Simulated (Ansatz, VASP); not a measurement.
# Ni: VASP beside Ansatz

POSCAR

```
Ni
1.0
    0.0000000000      1.7380692641      1.7380692641
    1.7380692641      0.0000000000      1.7380692641
    1.7380692641      1.7380692641      0.0000000000
Ni
1
Direct
    0.0000000000      0.0000000000      0.0000000000
```

Contents of INCAR.step1:

```
ALGO     = Normal         # electronic algorithm
EDIFF    = 1E-4           # SCF threshold, eV
ENCUT    = 520            # plane-wave cutoff, eV
GGA      = PE             # functional
ISMEAR   = 0              # smearing method
ISPIN    = 2              # spin polarisation
LASPH    = True           # aspherical terms in the spheres
LCHARG   = False          # write CHGCAR
LMAXMIX  = 4              # l up to which the mixer works
LREAL    = False          # projectors in reciprocal space
LWAVE    = True           # write WAVECAR
MAGMOM   = 0.807          # initial moments
NBANDS   = 15             # bands
NELM     = 150            # most SCF steps
PREC     = Accurate       # precision mode
SIGMA    = 0.01           # smearing width, eV
```

Contents of INCAR.step2:

```
ALGO     = Normal         # electronic algorithm
EDIFF    = 1E-7           # SCF threshold, eV
ENCUT    = 520            # plane-wave cutoff, eV
ISIF     = 2              # what is computed and relaxed
ISMEAR   = 0              # smearing method
ISPIN    = 2              # spin polarisation
ISTART   = 1            
LASPH    = True           # aspherical terms in the spheres
LCHARG   = False          # write CHGCAR
LMAXMIX  = 4              # l up to which the mixer works
LMIXTAU  = True         
LORBIT   = 11             # projections on sites
LREAL    = False          # projectors in reciprocal space
LWAVE    = False          # write WAVECAR
MAGMOM   = 0.807          # initial moments
METAGGA  = R2SCAN         # meta-GGA
NBANDS   = 15             # bands
NELM     = 150            # most SCF steps
PREC     = Accurate       # precision mode
SIGMA    = 0.01           # smearing width, eV
```

Contents of KPOINTS:

```
k-points
0
Gamma
  15 15 15
```

Input for Ansatz:

```yaml
crystal:
  lattice:
    - [0.0, 1.7380692641, 1.7380692641]
    - [1.7380692641, 0.0, 1.7380692641]
    - [1.7380692641, 1.7380692641, 0.0]
  atoms:
    - { symbol: Ni, position: [0.0, 0.0, 0.0], spin: 0.807 }
hamiltonian:
  xc: r2scan
  pseudopotentials:
    kind: paw
    azcp:
      Ni: "pseudopotentials/Ni.paw.azcp"
basis:
  ecutwfc: 500
  fft_grid_basis: typed
kpoints:
  mp_grid: { grid: [15, 15, 15], shift: [0, 0, 0] }
magnetization:
  spin_polarized: true
scf:
  occupations: { method: gaussian, width: 0.01 }
  lower_state_search: "off"
output:
  stress: true
```

Alike in both runs: task single point; functional r2SCAN; k mesh 15 × 15 × 15; occupations gaussian, width 0.01 eV; collinear spin.

|  | VASP | Ansatz |
| --- | --- | --- |
| version | VASP 6.6.1 | Ansatz 0.2.0 |
| potentials or method | VASP PAW PBE potentials, release 64 (Ni), cutoff 520 eV | plane waves (500 eV) with PAW, scalar-relativistic |
| valence electrons in the cell | 10 | 18 |

```tsv
	VASP	Ansatz	Ansatz less VASP
pressure (GPa)	0.1	0.1	-0.05
net moment per atom (μB)	0.68	0.73	+0.043
size of the moment on the site where the two differ most (μB)	0.70	0.79	+0.089
```

VASP's potentials were made for PBE, not for r2SCAN. Site moments also hang on the region over which each program counts them. With one functional, cell and mesh, what is left measures potentials, basis and numerics. VASP's potentials hold 10 valence electrons a cell and Ansatz's 18, so a difference there can come from the potentials and not from the codes. Ansatz's warnings: stability check not made.
